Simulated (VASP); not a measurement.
Here is a VASP 6.6.1 calculation.

INCAR

```
SYSTEM = InAs
ALGO = Normal ; EDIFF = 1E-6
ENCUT = 520 ; GGA = PE
ISIF = 2 ; ISMEAR = 0
LASPH = .TRUE. ; LCHARG = .FALSE.
LREAL = .FALSE. ; LWAVE = .FALSE.
NBANDS = 16 ; NELM = 100
PREC = Accurate ; SIGMA = 0.15
```

Contents of KPOINTS:

```
k-points
0
G
  14 14 14
  0 0 0
```

The input POSCAR:

```
InAs
1.0
    0.0000000000      2.7820800000      3.1449600000
    2.7820800000      0.0000000000      3.1449600000
    2.7820800000      2.7820800000      0.0000000000
In As
1 1
Direct
    0.0000000000      0.0000000000      0.0000000000
    0.7500000000      0.7500000000      0.7500000000
```

Potentials or basis: VASP PAW PBE potentials, release 64 (In_d, As).

Run with:

```sh
$ cat potpaw_PBE.64/In_d/POTCAR potpaw_PBE.64/As/POTCAR > POTCAR
$ mpirun -np 1 vasp_std > vasp.out
```

Problem. Predict the pressure.

Solution. 14.6 GPa.

Problem. Predict the band gap on the k mesh.

Solution. 0.11 eV.

Stress tensor (GPa, compression positive):
```
16.13  0.00  0.00
 0.00 16.13  0.00
 0.00  0.00 11.63
```

Caveat: the cell differs from its parent crystal (strain -0.080 along x and y, +0.040 along z); the cell stands under pressure; the smearing spreads over this small gap; semilocal functionals underestimate gaps, and a narrow one can read as zero; spin-orbit coupling is left out, which moves the levels of the heavy elements.
